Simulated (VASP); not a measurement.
BAs:

```xyz
2
Lattice="0.0000 2.3885 2.3885 2.3885 0.0000 2.3885 2.3885 2.3885 0.0000" Properties=species:S:1:pos:R:3 pbc="T T T"
B     0.0000    0.0000    0.0000
As    1.1943    1.1943    1.1943
```

| Property | Result |
| --- | --- |
| Program | VASP 6.6.1 |
| Task | relaxation of cell and atoms |
| Functional | LDA |
| Potentials or basis | VASP PAW LDA potentials, release 64 (B, As) |
| Cutoff | 600 eV |
| k mesh | 8 × 8 × 8 |
| Occupations | gaussian, width 0.01 eV |
| Spin | no spin polarisation |

At the start: pressure -3.1 GPa; volume 13.63 Å³/atom.

Where does the relaxation end?

Over 3 steps the energy falls by 2.9 meV/atom and the volume is 13.33 Å³/atom (-2.2 %); space group F-43m (No. 216, to 0.05 Å).

The path:
```csv
step,energy change (eV),largest force (eV/Å),pressure (GPa),volume (Å³)
1,0.0000,0.0000,-3.09,27.25
2,-0.0025,0.0000,2.51,26.23
3,-0.0058,0.0000,-0.01,26.66
```

Final structure:
```
B As
1.0
     0.00000    2.37115    2.37115
     2.37115    0.00000    2.37115
     2.37115    2.37115    0.00000
B As
1 1
Direct
  0.00000 0.00000 0.00000
  0.25000 0.25000 0.25000
```
